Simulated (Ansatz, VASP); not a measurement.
# Two plane-wave programs on AgCl

```
Ag Cl
1.0
     0.00000    2.67706    2.67706
     2.67706    0.00000    2.67706
     2.67706    2.67706    0.00000
Ag Cl
1 1
Direct
  0.00000 0.00000 0.00000
  0.50000 0.50000 0.50000
```

Alike in both runs: task single point; functional LDA; k mesh 8 × 8 × 8; non-collinear spin, spin-orbit coupling.

```csv
,VASP,Ansatz
version,VASP 6.6.1,Ansatz 0.2.0
potentials or method,"VASP PAW LDA potentials, release 64 (Ag, Cl)","PAW with Ansatz's default frozen-core files, fully relativistic files with spin-orbit coupling"
plane-wave cutoff (eV),520,420
occupations,"gaussian, width 0.01 eV",fixed
valence electrons in the cell,18,26
```

```tsv
	VASP	Ansatz	Ansatz less VASP
pressure (GPa)	0.0	0.0	-0.02
```

LDA's correlation is that of Perdew and Zunger in VASP and of Perdew and Wang (1992) in Ansatz. VASP's potentials hold 18 valence electrons a cell and Ansatz's 26, so a difference there can come from the potentials and not from the codes.
